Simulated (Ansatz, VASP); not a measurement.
## CsSnI3 in VASP and in Ansatz

The input INCAR:

```
SYSTEM = CsSnI3
  PREC = Accurate
  ENCUT = 520
  EDIFF = 1E-6
  ISMEAR = 0
  SIGMA = 0.01
  LREAL = .False.
  LASPH = .True.
  NELM = 100
  ALGO = Normal
  ISIF = 2
  LWAVE = .False.
  LCHARG = .False.
  GGA = PE
  NBANDS = 30
```

The input KPOINTS:

```
regular mesh
0
Gamma
  4 4 4
  0 0 0
```

File POSCAR:

```
CsSnI3
1.0
    6.4233925007      0.0000000000      0.0000000000
    0.0000000000      6.4233925007      0.0000000000
    0.0000000000      0.0000000000      6.4233925007
Cs Sn I
1 1 3
Direct
    0.0000000000      0.0000000000      0.0000000000
    0.5000000000      0.5000000000      0.5000000000
    0.0000000000      0.5000000000      0.5000000000
    0.5000000000      0.0000000000      0.5000000000
    0.5000000000      0.5000000000      0.0000000000
```

Input for Ansatz:

```yaml
crystal:
  lattice:
    - [6.4233925007, 0.0, 0.0]
    - [0.0, 6.4233925007, 0.0]
    - [0.0, 0.0, 6.4233925007]
  atoms:
    - { symbol: Cs, position: [0.0, 0.0, 0.0] }
    - { symbol: Sn, position: [0.5, 0.5, 0.5] }
    - { symbol: I, position: [0.0, 0.5, 0.5] }
    - { symbol: I, position: [0.5, 0.0, 0.5] }
    - { symbol: I, position: [0.5, 0.5, 0.0] }
kpoints:
  mp_grid: { grid: [4, 4, 4] }
hamiltonian:
  xc: pbe
scf:
  occupations: { method: fixed }
  n_extra_bands: 5
output:
  forces: true
  stress: true
  eigenvalues: true
```

Alike in both runs: task single point; functional PBE; k mesh 4 × 4 × 4; no spin polarisation.

|  | VASP | Ansatz |
| --- | --- | --- |
| version | VASP 6.6.1 | Ansatz 0.2.0 |
| potentials or method | VASP PAW PBE potentials, release 64 (Cs_sv, Sn_d, I) | plane waves, PAW |
| plane-wave cutoff (eV) | 520 | 420 |
| occupations | gaussian, width 0.01 eV | fixed |
| valence electrons in the cell | 44 | 74 |

|  | VASP | Ansatz | Ansatz less VASP |
| --- | --- | --- | --- |
| gap on the k mesh at the Fermi level (eV) | 0.72 | 0.72 | +0.005 |
| pressure (GPa) | -0.8 | -0.8 | +0.01 |

VASP's potentials hold 44 valence electrons a cell and Ansatz's 74, so a difference there can come from the potentials and not from the codes.

Spin-orbit coupling is off throughout.
